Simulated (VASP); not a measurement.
Set up this calculation in VASP 6.6.1, as the native input.

```
Task                   : single point
Functional             : LDA
Potentials or basis    : VASP PAW LDA potentials, release 64 (Cu, Zn, Sn_d, S)
Cutoff                 : 520 eV
k mesh                 : 6 × 6 × 6
Occupations            : fermi-dirac, width 0.02 eV
Spin                   : no spin polarisation
Dipole correction      : no
Further INCAR settings : ALGO = Normal; EDIFF = 1e-07; NBANDS = 46
```

The structure of ZnCu2SnS4 lies in POSCAR:

```
ZnCu2SnS4
1.0
   -2.7021619596      2.7021619596      5.4272154584
    2.7021619596     -2.7021619596      5.4272154584
    2.7021619596      2.7021619596     -5.4272154584
Cu Zn Sn S
2 1 1 4
Direct
    0.7500000000      0.2500000000      0.5000000000
    0.2500000000      0.7500000000      0.5000000000
    0.0000000000      0.0000000000      0.0000000000
    0.5000000000      0.5000000000      0.0000000000
    0.8904178857      0.8904178857      0.5151336511
    0.1095821143      0.6247157654      0.0000000000
    0.6247157654      0.1095821143      0.0000000000
    0.3752842346      0.3752842346      0.4848663489
```

These files were run (other wordings do the same):

INCAR

```
SYSTEM = ZnCu2SnS4
PREC = Accurate ; ENCUT = 520
EDIFF = 1E-7 ; ISMEAR = -1
SIGMA = 0.02 ; LREAL = .False.
LASPH = .True. ; NELM = 100
ALGO = Normal ; ISIF = 2
LWAVE = .False. ; LCHARG = .False.
GGA = CA ; NBANDS = 46
```

KPOINTS

```
regular mesh
0
Gamma
  6 6 6
  0 0 0
```

Potentials or basis: VASP PAW LDA potentials, release 64 (Cu, Zn, Sn_d, S).

The run is started by

```bash
$ cat potpaw_LDA.64/Cu/POTCAR potpaw_LDA.64/Zn/POTCAR potpaw_LDA.64/Sn_d/POTCAR potpaw_LDA.64/S/POTCAR > POTCAR
$ mpirun -np 1 vasp_std > vasp.out
```

Results of the run:

The pressure is -3.7 GPa. The largest force is 0.237 eV/Å and the band gap on the k mesh is zero (filled and empty bands touch).

Caveat: the cell stands under tension; spin-orbit coupling is left out, which moves the levels of the heavy elements.

Run time: 12 min on 1 thread of Oxide Virtual Turin-like Processor, on a shared host, peak memory 0.39 GiB.
